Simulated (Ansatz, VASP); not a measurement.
AlN: VASP beside Ansatz

```
CELL_PARAMETERS angstrom
-3.10667 0.00000 0.00000
-1.55333 -2.69045 0.00000
0.00000 0.00000 10.70681
ATOMIC_POSITIONS crystal
Al 0.33333 0.33333 0.60874
Al 0.33333 0.33333 0.14377
Al 0.66667 0.66667 0.84123
Al 0.66667 0.66667 0.37625
N 0.33333 0.33333 0.78618
N 0.33333 0.33333 0.32121
N 0.66667 0.66667 0.08872
N 0.66667 0.66667 0.55370
```

Alike in both runs: task single point; functional r2SCAN; k mesh 8 × 8 × 3; occupations gaussian, width 0.05 eV; no spin polarisation.

```csv
,VASP,Ansatz
version,VASP 6.6.1,Ansatz 0.2.0
potentials or method,"VASP PAW PBE potentials, release 64 (Al, N), cutoff 520 eV","scalar-relativistic, plane waves, PAW"
valence electrons in the cell,32,32
```

|  | VASP | Ansatz | Ansatz less VASP |
| --- | --- | --- | --- |
| gap on the k mesh at the Fermi level (eV) | 2.40 | 2.36 | -0.032 |
| least direct gap on the mesh (eV) | 2.40 | 2.36 | -0.032 |
| pressure (GPa) | -5.2 | -4.9 | +0.36 |
| traceless stress, the component that is largest in VASP (GPa) | -7.59 | -7.49 | +0.098 |
| rms of the force components (eV/Å) | 0.688 | 0.694 | +0.0060 |

VASP's potentials were made for PBE, not for r2SCAN. Atom by atom the forces differ by 0.007 eV/Å (rms over components).
